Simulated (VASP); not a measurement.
# As: relaxation of cell and atoms with revPBE

The system is As.

```
As
1.0
     2.95798    0.00000    0.00000
    -1.47899    2.56169    0.00000
     0.00000    0.00000    9.66077
As
4
Direct
  0.00000 0.00000 0.00000
  0.00000 0.00000 0.50000
  0.33333 0.66667 0.25000
  0.66667 0.33333 0.75000
```

| Property | Result |
| --- | --- |
| Program | VASP 6.6.1 |
| Task | relaxation of cell and atoms |
| Functional | revPBE |
| Potentials or basis | VASP PAW PBE potentials, release 64 (As) |
| Cutoff | 600 eV |
| k mesh | 12 × 12 × 4 |
| Occupations | fermi-dirac, width 0.1 eV |
| Spin | no spin polarisation |
| Dipole correction | no |
| Further INCAR settings | ALGO = Normal; EDIFF = 1e-07; IBRION = 2; EDIFFG = -0.01; NSW = 80; ISIF = 3 |

```yaml
Relaxed_volume: 19.60 Å³/atom
Relaxed_cell: a = 2.990 Å, b = 2.990 Å, c = 10.125 Å, α = 90.00°, β = 90.00°, γ = 120.00°
Space_group_after_relaxing_to_0.05_Å: P6_3/mmc (No. 194)
Energy_gained_by_relaxing: 25.3 meV/atom
Ionic_steps: 7
Pressure_after_relaxing: -0.1 GPa
```

The path:
| step | energy change (eV) | largest force (eV/Å) | pressure (GPa) | volume (Å³) |
| --- | --- | --- | --- | --- |
| 1 | 0.0000 | 0.0000 | 6.01 | 73.20 |
| 2 | -0.0769 | 0.0000 | -2.23 | 80.71 |
| 3 | -0.0930 | 0.0000 | -0.10 | 78.35 |
| 4 | -0.0970 | 0.0000 | -0.07 | 78.33 |
| 5 | -0.1011 | 0.0000 | 0.08 | 78.25 |
| 6 | -0.1011 | 0.0000 | 0.08 | 78.25 |
| 7 | -0.1011 | 0.0000 | -0.06 | 78.39 |

Final structure:
```
CELL_PARAMETERS angstrom
2.99000 0.00000 0.00000
-1.49500 2.58942 0.00000
0.00000 0.00000 10.12532
ATOMIC_POSITIONS crystal
As 0.00000 0.00000 0.00000
As 0.00000 0.00000 0.50000
As 0.33333 0.66667 0.25000
As 0.66667 0.33333 0.75000
```

Levels at points of the mesh, in eV from the Fermi level:
| k point | band 8 | band 9 | band 10 | band 11 | band 12 | band 13 |
| --- | --- | --- | --- | --- | --- | --- |
| (0.00, 0.00, 0.00) | 4.27 | 4.27 | 4.90 | 4.90 | 4.96 | 4.96 |
| (0.50, 0.00, 0.00) | -4.10 | -1.94 | -1.09 | 0.82 | 1.71 | 2.00 |
| (0.00, 0.00, 0.50) | 2.51 | 4.45 | 4.45 | 4.45 | 4.45 | 5.48 |
| (0.50, 0.00, 0.50) | -5.05 | -0.55 | -0.55 | 1.11 | 1.11 | 1.13 |

Run time: 3.1 min on 1 thread of Intel(R) Xeon(R) Platinum 8259CL CPU @ 2.50GHz (Skylake/Cascade Lake), with other jobs on the host, peak memory 0.24 GiB.

Caveat: the bands computed are all filled at some k points, so no gap is given; the PAW data sets were made with another functional, which shifts forces and pressure a little.
